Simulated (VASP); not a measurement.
# La: single point with r2SCAN

Crystal: La.

```
CELL_PARAMETERS angstrom
3.29861 0.00000 0.00000
0.00000 3.29861 0.00000
0.00000 0.00000 3.29861
ATOMIC_POSITIONS crystal
La 0.00000 0.00000 0.00000
```

This isn't the form of La at room conditions, which is double hcp.

```yaml
Program: VASP 6.6.1
Task: single point
Functional: r2SCAN
Potentials_or_basis: VASP PAW PBE potentials, release 64 (La)
Cutoff: 520 eV
k_mesh: 11 × 11 × 11
Occupations: fermi-dirac, width 0.1 eV
Spin: no spin polarisation
```

```
Pressure               : 0.0 GPa
Band gap on the k mesh : zero (an odd number of electrons rules out a gap without spin polarisation)
```

Levels at points of the mesh, in eV from the Fermi level:
| k point | band 2 | band 3 | band 4 | band 5 | band 6 | band 7 | band 8 | band 9 | band 10 | band 11 |
| --- | --- | --- | --- | --- | --- | --- | --- | --- | --- | --- |
| (0.00, 0.00, 0.00) | -16.59 | -16.59 | -16.59 | -2.99 | -1.18 | -1.18 | 2.20 | 2.20 | 2.20 | 2.41 |

Run time: 87 s on 1 thread of Intel(R) Xeon(R) Platinum 8488C (Sapphire Rapids), with other jobs on the host, peak memory 0.19 GiB.

Caveat: the PAW data sets were made with another functional, which shifts forces and pressure a little; spin-orbit coupling is left out, which moves the levels of the heavy elements.
